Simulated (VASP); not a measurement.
Set up this calculation in VASP 6.6.1, as the native input.

```
Task                   : single point
Functional             : r2SCAN
Potentials or basis    : VASP PAW PBE potentials, release 64 (Ti_sv, O)
Cutoff                 : 520 eV
k mesh                 : 12 × 12 × 12
Occupations            : gaussian, width 0.1 eV
Spin                   : no spin polarisation
Dipole correction      : no
Further INCAR settings : ALGO = Normal; EDIFF = 1e-06; NBANDS = 39
```

Crystal: Ti3O4.

```xyz
7
Lattice="-2.1255 2.1255 4.2236 2.1255 -2.1255 4.2236 2.1255 2.1255 -4.2236" Properties=species:S:1:pos:R:3 pbc="T T T"
Ti    2.1255    0.0000    2.1118
Ti    0.0000    0.0000    4.2236
Ti    0.0000    2.1255    2.1118
O     2.1255    0.0000    0.0000
O     0.0000    0.0000    2.1203
O     0.0000    2.1255    0.0000
O     0.0000    0.0000    6.3269
```

These files were run (other wordings do the same):

POSCAR

```
Ti3O4
1.0
   -2.1255064857      2.1255064857      4.2235884581
    2.1255064857     -2.1255064857      4.2235884581
    2.1255064857      2.1255064857     -4.2235884581
Ti O
3 4
Direct
    0.2500000000      0.7500000000      0.5000000000
    0.5000000000      0.5000000000      0.0000000000
    0.7500000000      0.2500000000      0.5000000000
    0.0000000000      0.5000000000      0.5000000000
    0.2510063281      0.2510063281      0.0000000000
    0.5000000000      0.0000000000      0.5000000000
    0.7489936719      0.7489936719      0.0000000000
```

INCAR.step1

```
PREC = Accurate ; ENCUT = 520
ISMEAR = 0 ; SIGMA = 0.1
LREAL = F ; LASPH = T
NELM = 80 ; NBANDS = 39
GGA = PE ; ALGO = Normal
EDIFF = 1E-4 ; LWAVE = T
LCHARG = F
```

INCAR.step2

```
PREC = Accurate ; ENCUT = 520
EDIFF = 1E-6 ; ISMEAR = 0
SIGMA = 0.1 ; LREAL = F
LASPH = T ; NELM = 80
ALGO = Normal ; ISIF = 2
LWAVE = F ; LCHARG = T
METAGGA = R2SCAN ; LMIXTAU = T
LELF = T ; LVHAR = T
NBANDS = 39 ; ISTART = 1
```

KPOINTS

```
Automatic mesh
0
Gamma
  12 12 12
```

Potentials or basis: VASP PAW PBE potentials, release 64 (Ti_sv, O).

Launch:

```bash
$ cat potpaw_PBE.64/Ti_sv/POTCAR potpaw_PBE.64/O/POTCAR > POTCAR
$ cp INCAR.step1 INCAR
$ mpirun -np 1 vasp_std > vasp.out
$ cp INCAR.step2 INCAR
$ mpirun -np 1 vasp_std > vasp.out
```

It gave:

```json
{
  "Pressure": "-16.7 GPa",
  "Largest force": "0.050 eV/Å",
  "Band gap on the k mesh": "zero (bands 30 and 31 overlap by 2.91 eV)"
}
```

Caveat: the cell stands under tension; the PAW data sets were made with another functional, which shifts forces and pressure a little; semilocal functionals often make such compounds metallic where correlation or magnetic order opens a gap, which also shifts bond lengths.

Wall time 23 min on 1 thread of Intel(R) Xeon(R) 6975P-C (Granite Rapids), on a shared host, peak memory 0.51 GiB.
